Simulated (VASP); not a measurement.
Set up this calculation in VASP 6.6.1, as the native input.

```yaml
Task: single point
Functional: PBE
Potentials_or_basis: VASP PAW PBE potentials, release 64 (Br, K_sv)
Cutoff: 520 eV
k_mesh: 7 × 7 × 7
Occupations: gaussian, width 0.1 eV
Spin: no spin polarisation
Dipole_correction: no
Further_INCAR_settings: ALGO = Normal; EDIFF = 1e-07; NBANDS = 15
```

The structure of KBr lies in POSCAR:

```
KBr
1.0
    4.6669047600      0.0000000000      0.0000000000
    2.3334523800      4.0416580792      0.0000000000
    2.3334523800      1.3472193597      3.8105117801
Br K
1 1
Direct
    0.5000000000      0.5000000000      0.5000000000
    0.0000000000      0.0000000000      0.0000000000
```

These files were run (other wordings do the same):

INCAR

```
PREC     = Accurate       # precision mode
ENCUT    = 520            # plane-wave cutoff, eV
EDIFF    = 1E-7           # SCF threshold, eV
ISMEAR   = 0              # smearing method
SIGMA    = 0.1            # smearing width, eV
LREAL    = False          # projectors in reciprocal space
LASPH    = True           # aspherical terms in the spheres
NELM     = 100            # most SCF steps
ALGO     = Normal         # electronic algorithm
ISIF     = 2              # what is computed and relaxed
LWAVE    = False          # write WAVECAR
LCHARG   = False          # write CHGCAR
GGA      = PE             # functional
NBANDS   = 15             # bands
```

KPOINTS

```
Automatic mesh
0
Gamma
  7 7 7
```

Potentials or basis: VASP PAW PBE potentials, release 64 (Br, K_sv).

Run with:

```sh
$ cat potpaw_PBE.64/Br/POTCAR potpaw_PBE.64/K_sv/POTCAR > POTCAR
$ mpirun -np 1 vasp_std > vasp.out
```

Results of the run:

The pressure is 0.8 GPa and the band gap on the k mesh is 4.43 eV, direct.

It used 43 s of CPU time on 1 thread of AMD EPYC 7R13 Processor (Zen 3), on a shared host.
